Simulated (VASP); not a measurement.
WS2: single point with PBEsol+D3(BJ)

WS2:

```
CELL_PARAMETERS angstrom
3.11473 0.00000 0.00000
-1.55736 2.69743 0.00000
0.00000 0.00000 11.77225
ATOMIC_POSITIONS crystal
W 0.33333 0.66667 0.25000
W 0.66667 0.33333 0.75000
S 0.22867 0.61434 0.63742
S 0.56200 0.28100 0.13742
S 0.22867 0.61434 0.90451
S 0.56200 0.28100 0.40451
```

This cell differs from its parent crystal: all S atoms moved +0.375 Å, as atom 3 towards its neighbour atom 2 (W) at 2.389 Å.

| Quantity | Value |
| --- | --- |
| Program | VASP 6.6.1 |
| Task | single point |
| Functional | PBEsol |
| Dispersion | D3(BJ) |
| Potentials or basis | VASP PAW PBE potentials, release 64 (W_sv, S) |
| Cutoff | 520 eV |
| k mesh | 12 × 12 × 4 |
| Occupations | gaussian, width 0.05 eV |
| Spin | no spin polarisation |

The pressure is 13.5 GPa and the largest force is 12.240 eV/Å. The band gap on the k mesh is 0.03 eV (least direct gap 0.46 eV) and the dispersion energy per atom is -0.416 eV.

Forces in eV/Å, atoms in the order of the input:
```
W   -4.996 -2.884  8.614
W   -6.793 -3.922  9.397
S    5.549  3.204 -7.238
S    3.622  2.091 -6.444
S    1.225  0.707 -2.155
S    1.393  0.804 -2.175
```

Stress tensor (GPa, compression positive):
```
 12.62   0.07 -11.78
  0.07  12.54  -6.80
-11.78  -6.80  15.48
```

Levels at points of the mesh, in eV from the valence-band top:
| k point | band 22 | band 23 | band 24 | band 25 | band 26 | band 27 | band 28 | band 29 | band 30 | band 31 |
| --- | --- | --- | --- | --- | --- | --- | --- | --- | --- | --- |
| (0.00, 0.00, 0.00) | -2.41 | -0.92 | -0.79 | -0.19 | 0.00 | 0.46 | 0.62 | 1.13 | 1.23 | 1.91 |
| (0.50, 0.00, 0.00) | -2.90 | -2.55 | -1.96 | -1.60 | -1.12 | 1.41 | 1.72 | 2.06 | 2.36 | 2.69 |
| (0.00, 0.50, 0.00) | -3.20 | -2.65 | -2.17 | -1.13 | -0.59 | 1.37 | 1.60 | 1.85 | 1.90 | 2.45 |
| (0.00, 0.00, 0.50) | -2.44 | -0.92 | -0.79 | -0.10 | 0.00 | 0.46 | 0.60 | 1.15 | 1.24 | 1.90 |
| (0.50, 0.00, 0.50) | -2.95 | -2.56 | -1.88 | -1.69 | -1.13 | 1.48 | 1.72 | 2.05 | 2.32 | 2.85 |
| (0.00, 0.50, 0.50) | -3.25 | -2.65 | -2.24 | -0.99 | -0.67 | 1.39 | 1.61 | 1.75 | 2.02 | 2.53 |

Wall time 3.6 min on 1 thread of Intel(R) Xeon(R) 6975P-C (Granite Rapids) (shared host), peak memory 0.54 GiB.

Caveat: the cell differs from its parent crystal (all S atoms moved +0.375 Å, as atom 3 towards its neighbour atom 2 (W) at 2.389 Å); the cell stands under pressure; the PAW data sets were made with another functional, which shifts forces and pressure a little; spin-orbit coupling is left out, which moves the levels of the heavy elements. A k mesh can miss the band edges.
